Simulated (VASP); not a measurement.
TiTe2, 3 atoms in the cell. Symmetry: P-3m1, No. 164, trigonal system. The conventional cell has a = 3.851 Å, b = 3.851 Å, c = 6.625 Å, α = 90.00°, β = 90.00°, γ = 120.00°. Within 3.7 Å of Te (site symmetry 3m) lie 3 Ti at 2.82 Å. Ti (site symmetry -3m) has 6 Te at 2.82 Å within 3.7 Å.  This cell differs from its parent crystal: volume scaled by 1.06.

```yaml
Program: VASP 6.6.1
Task: single point
Functional: LDA
Potentials_or_basis: VASP PAW LDA potentials, release 64 (Te, Ti_sv)
Cutoff: 520 eV
k_mesh: 8 × 8 × 4
Occupations: fermi-dirac, width 0.05 eV
Spin: no spin polarisation
Dipole_correction: no
Further_INCAR_settings: ALGO = Normal; EDIFF = 1e-06; NBANDS = 19
```

Potentials or basis: VASP PAW LDA potentials, release 64 (Te, Ti_sv).

The run is started by

```console
$ cat potpaw_LDA.64/Te/POTCAR potpaw_LDA.64/Ti_sv/POTCAR > POTCAR
$ mpirun -np 1 vasp_std > vasp.out
```

Hardware: 1 thread of Intel(R) Xeon(R) Platinum 8259CL CPU @ 2.50GHz (Skylake/Cascade Lake) (shared host).

How long does it take, and how much memory?

Wall time 100 s on 1 thread of Intel(R) Xeon(R) Platinum 8259CL CPU @ 2.50GHz (Skylake/Cascade Lake), on a shared host, peak memory 0.2 GiB. Counts: scf iterations 17, k points 35.
